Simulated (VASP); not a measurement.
# Ca2ZrN2 (R-3m) in VASP: further runs, part 2 of 2

VASP 6.6.1. The steps go on from the part before.

### 3 Single point, PBE

This run uses another cell than the first one: it holds 5 atoms, not 10.

INCAR reads:

```
PREC     = Accurate       # precision mode
ENCUT    = 520            # plane-wave cutoff, eV
EDIFF    = 1E-7           # SCF threshold, eV
ISMEAR   = 0              # smearing method
SIGMA    = 0.1            # smearing width, eV
LREAL    = False          # projectors in reciprocal space
LASPH    = True           # aspherical terms in the spheres
NELM     = 60             # most SCF steps
ALGO     = Normal         # electronic algorithm
ISIF     = 2              # what is computed and relaxed
LWAVE    = False          # write WAVECAR
LCHARG   = False          # write CHGCAR
GGA      = PE             # functional
NBANDS   = 29             # bands
```

KPOINTS reads:

```
regular mesh
0
Gamma
  12 12 12
```

POSCAR reads:

```
Ca2ZrN2
1.0
    3.1965314114      1.8455182708      3.8286009377
   -3.1965314114      1.8455182708      3.8286009377
    0.0000000000     -3.6910365417      3.8286009377
Ca Zr N
2 1 2
Direct
    0.3581571460      0.3581571460      0.3581571460
    0.6418428540      0.6418428540      0.6418428540
    0.0000000000      0.0000000000      0.0000000000
    0.1747220886      0.1747220886      0.1747220886
    0.8252779114      0.8252779114      0.8252779114
```

Potentials or basis: VASP PAW PBE potentials, release 64 (Ca_sv, Zr_sv, N).

The run is started by

```
$ cat potpaw_PBE.64/Ca_sv/POTCAR potpaw_PBE.64/Zr_sv/POTCAR potpaw_PBE.64/N/POTCAR > POTCAR
$ mpirun -np 1 vasp_std > vasp.out
```

OUTCAR:

```text
PREC = Accurate
   ENCUT = 520
   EDIFF = 1E-7
   ISMEAR = 0
   LREAL = False
   LASPH = True
   NELM = 60
   ISIF = 2
   GGA = PE

 ion  position               nearest neighbor table
   1  0.358  0.358  0.358-   4 2.11
   2  0.642  0.642  0.642-   5 2.11
   3  0.000  0.000  0.000-   4 2.01   5 2.01
   4  0.175  0.175  0.175-   3 2.01   1 2.11
   5  0.825  0.825  0.825-   3 2.01   2 2.11

  LATTYP: Found a trigonal (rhomboedric) cell.
 ALAT       =     5.3180763338
 COS(alpha) =     0.2774318489

  Lattice vectors:

 A1 = (   3.1965314114,   1.8455182708,   3.8286009377)
 A2 = (  -3.1965314114,   1.8455182708,   3.8286009377)
 A3 = (   0.0000000000,  -3.6910365417,   3.8286009377)

Analysis of symmetry for initial positions (statically):
=====================================================================
 Subroutine PRICEL returns:
 Original cell was already a primitive cell.

 Routine SETGRP: Setting up the symmetry group for a
 trigonal (rhombohedral) supercell.

 Subroutine GETGRP returns: Found 12 space group operations
 (whereof 12 operations were pure point group operations)
 out of a pool of 12 trial point group operations.

The static configuration has the point symmetry D_3d.

Analysis of symmetry for dynamics (positions and initial velocities):
=====================================================================
 Subroutine PRICEL returns:
 Original cell was already a primitive cell.

 Routine SETGRP: Setting up the symmetry group for a
 trigonal (rhombohedral) supercell.

 Subroutine GETGRP returns: Found 12 space group operations
 (whereof 12 operations were pure point group operations)
 out of a pool of 12 trial point group operations.

The dynamic configuration has the point symmetry D_3d.

 Subroutine INISYM returns: Found 12 space group operations
 (whereof 12 operations are pure point group operations),
 and found     1 'primitive' translations

----------------------------------------------------------------------------------------

                                     Primitive cell

  volume of cell :     135.5154

  direct lattice vectors                    reciprocal lattice vectors
     3.196531411  1.845518271  3.828600938     0.156419548  0.090308868  0.087064006
    -3.196531411  1.845518271  3.828600938    -0.156419548  0.090308868  0.087064006
     0.000000000 -3.691036542  3.828600938     0.000000000 -0.180617737  0.087064006

  length of vectors
     5.318076334  5.318076334  5.318076334     0.200506628  0.200506628  0.200506628

  position of ions in fractional coordinates (direct lattice)
     0.358157146  0.358157146  0.358157146
     0.641842854  0.641842854  0.641842854
     0.000000000  0.000000000  0.000000000
     0.174722089  0.174722089  0.174722089
     0.825277911  0.825277911  0.825277911

  ion indices of the primitive-cell ions
   primitive index   ion index
                 1           1
                 2           2
                 3           3
                 4           4
                 5           5

----------------------------------------------------------------------------------------

 KPOINTS: regular mesh

Automatic generation of k-mesh.
 Grid dimensions read from file:
 generate k-points for:   12   12   12

 Generating k-lattice:

  Cartesian coordinates                     Fractional coordinates (reciprocal lattice)
     0.013034962  0.007525739  0.007255334     0.083333333 -0.000000000 -0.000000000
    -0.013034962  0.007525739  0.007255334    -0.000000000  0.083333333 -0.000000000
     0.000000000 -0.015051478  0.007255334     0.000000000  0.000000000  0.083333333

  Length of vectors
     0.016708886  0.016708886  0.016708886

  Shift w.r.t. Gamma in fractional coordinates (k-lattice)
     0.000000000  0.000000000  0.000000000

 Subroutine IBZKPT returns following result:
 ===========================================

 Found    189 irreducible k-points:

 Following reciprocal coordinates:
            Coordinates               Weight
  0.000000  0.000000  0.000000      1.000000
  0.083333 -0.000000 -0.000000      6.000000
  0.166667  0.000000 -0.000000      6.000000
  0.250000  0.000000 -0.000000      6.000000
  0.333333  0.000000 -0.000000      6.000000
  0.416667  0.000000  0.000000      6.000000
[... 16 lines left out ...]
  0.500000  0.166667 -0.000000     12.000000
 -0.416667  0.166667  0.000000     12.000000
 [... further k-points ...]
   k-points           NKPTS =    189   k-points in BZ     NKDIM =    189   number of bands    NBANDS=     29
   number of dos      NEDOS =    301   number of ions     NIONS =      5
   total plane-waves  NPLWV =  64000
   dimension x,y,z NGX =    40 NGY =   40 NGZ =   40
   dimension x,y,z NGXF=    80 NGYF=   80 NGZF=   80
   ions per type =               2   1   2
   NGX,Y,Z   is equivalent  to a cutoff of  12.50, 12.50, 12.50 a.u.
   NGXF,Y,Z  is equivalent  to a cutoff of  25.01, 25.01, 25.01 a.u.
 SYSTEM =  unknown system
   PREC   = accura    normal or accurate (medium, high low for compatibility)
   ISTART =      0    job   : 0-new  1-cont  2-samecut
   ICHARG =      2    charge: 1-file 2-atom 10-const
   ISPIN  =      1    spin polarized calculation?
   LNONCOLLINEAR =      F non collinear calculations
   LSORBIT =      F    spin-orbit coupling
   LASPH  =      T    aspherical Exc in radial PAW
   ENCUT  =  520.0 eV  38.22 Ry    6.18 a.u.   9.89  9.89  9.89*2*pi/ulx,y,z
   NELM   =     60;   NELMIN=  2; NELMDL= -5     # of ELM steps
   EDIFF  = 0.1E-06   stopping-criterion for ELM
   LREAL  =      F    real-space projection
   EDIFFG = 0.1E-05   stopping-criterion for IOM
   NSW    =      0    number of steps for IOM
   IBRION =     -1    ionic relax: 0-MD 1-quasi-New 2-CG
   NFREE  =      0    steps in history (QN), initial steepest desc. (CG)
   ISIF   =      2    stress and relaxation
   ISYM   =      2    0-nonsym 1-usesym 2-fastsym
   POTIM  = 0.5000    time-step for ionic-motion
   TEBEG  =    0.0;   TEEND  =   0.0 temperature during run
   PSTRESS=    0.0 pullay stress
   NELECT =      42.0000    total number of electrons
   NUPDOWN=      -1.0000    fix difference up-down
   EMIN   =  10.00;   EMAX   =-10.00  energy-range for DOS
   EFERMI =   0.00;   METHOD = LEGACY
   ISMEAR =     0;   SIGMA  =   0.10  broadening in eV -4-tet -1-fermi 0-gaus
   EFERMI_NEDOS =   21; number of points for ismear=-14 and -15
   IALGO  =     38    algorithm
   IMIX   =      4    mixing-type and parameters
     AMIX     =   0.40;   BMIX     =  1.00
     AMIX_MAG =   1.60;   BMIX_MAG =  1.00
  volume/ion in A,a.u.               =      27.10       182.90
  Fermi-wavevector in a.u.,A,eV,Ry     =   1.107886  2.093601 16.699943  1.227411
  Thomas-Fermi vector in A             =   2.244406
   LORBIT       =      0    0 simple, 1 ext, 2 COOP (PROOUT), +10 PAW based schemes
   GGA     = PE    functional components
   LHFCALC =     F    Hartree Fock is set to
   AEXX    =    0.0000 exact exchange contribution
   IVDW    =     0    specifies the selected vdW correction
   LEPSILON=     F    determine dielectric tensor
   LRPA    =     F    only Hartree local field effects (RPA)
 non-spin polarized calculation
 Gauss-broadening in eV      SIGMA  =   0.10
  energy-cutoff  :      520.00
  volume of cell :      135.52
 maximum number of plane-waves:      3676
   NGX = 19   NGY = 19   NGZ = 19

 number of electron      42.0000007 magnetization

 Free energy of the ion-electron system (eV)
  ---------------------------------------------------
  ext. energy  EPLUGINS =         0.00000000
  ---------------------------------------------------
  free energy    TOTEN  =       -26.36956403 eV

  energy without entropy =      -26.35508455  energy(sigma->0) =      -26.36232429

 E-fermi :   2.2520     XC(G=0):  -8.3083

 val. band max:        2.2502369371   @ k =  -0.4167   0.3333  -0.0000
 cond. band min:       2.2564558465   @ k =  -0.2500   0.5000   0.1667
 fundamental gap:      0.0062189094
 Fermi energy:         2.2519741902

 k-point     1 :       0.0000    0.0000    0.0000
  band No.  band energies     occupation
      1     -46.7618      2.00000
      2     -38.6049      2.00000
      3     -38.5680      2.00000
      4     -25.0328      2.00000
      5     -25.0328      2.00000
      6     -24.5151      2.00000
[... 757 lines left out ...]
     28       5.1131      0.00000
     29       5.4272      0.00000

 [... further k-points ...]

------------------------ aborting loop because EDIFF is reached ----------------------------------------

  FORCE on cell =-STRESS in cart. coord.  units (eV):
  Direction    XX          YY          ZZ          XY          YZ          ZX
  --------------------------------------------------------------------------------------
  -------------------------------------------------------------------------------------
  Total       -0.0356132     -0.0356132      0.4314010     -0.0000000     -0.0000000      0.0000000
  in kB       -0.4210488     -0.4210488      5.1003860     -0.0000000     -0.0000000      0.0000000
  external PRESSURE =       1.4194294 kB  Pullay stress =       0.0000000 kB

 VOLUME and BASIS-vectors are now :
 -----------------------------------------------------------------------------
  energy-cutoff  :      520.00
  volume of cell :      135.52
      direct lattice vectors                 reciprocal lattice vectors
     3.196531411  1.845518271  3.828600938     0.156419548  0.090308868  0.087064006
    -3.196531411  1.845518271  3.828600938    -0.156419548  0.090308868  0.087064006
     0.000000000 -3.691036542  3.828600938     0.000000000 -0.180617737  0.087064006

 POSITION                                       TOTAL-FORCE (eV/Angst)
 -----------------------------------------------------------------------------------
      0.00000     -0.00000      4.11372         0.000000     -0.000000      0.066822
      0.00000     -0.00000      7.37208         0.000000      0.000000     -0.066822
      0.00000      0.00000      0.00000         0.000000      0.000000     -0.000000
      0.00000     -0.00000      2.00682         0.000000      0.000000     -0.021759
      0.00000     -0.00000      9.47898         0.000000     -0.000000      0.021759
 -----------------------------------------------------------------------------------
    total drift:                                0.000000      0.000000     -0.000000

  FREE ENERGIE OF THE ION-ELECTRON SYSTEM (eV)
  ---------------------------------------------------
  free  energy   TOTEN  =       -26.3695640281 eV

  energy  without entropy=      -26.3550845511  energy(sigma->0) =      -26.36232429
```

It took 14 min on 1 thread of Intel Xeon Platinum 8488C (Sapphire Rapids), shared host; peak memory 0.77 GiB.

Results:

| Property | Result |
| --- | --- |
| Free energy | -26.3696 eV |
| Pressure | 0.1 GPa |
| Largest force | 0.067 eV/Å |
| Band gap on the k mesh | zero (bands 21 and 22 overlap by 0.18 eV) |

Forces in eV/Å, atoms in the order of the input:
```
Ca   0.000  0.000  0.067
Ca   0.000  0.000 -0.067
Zr   0.000  0.000  0.000
N    0.000  0.000 -0.022
N    0.000  0.000  0.022
```

Stress tensor (GPa, compression positive):
```
-0.04  0.00  0.00
 0.00 -0.04  0.00
 0.00  0.00  0.51
```
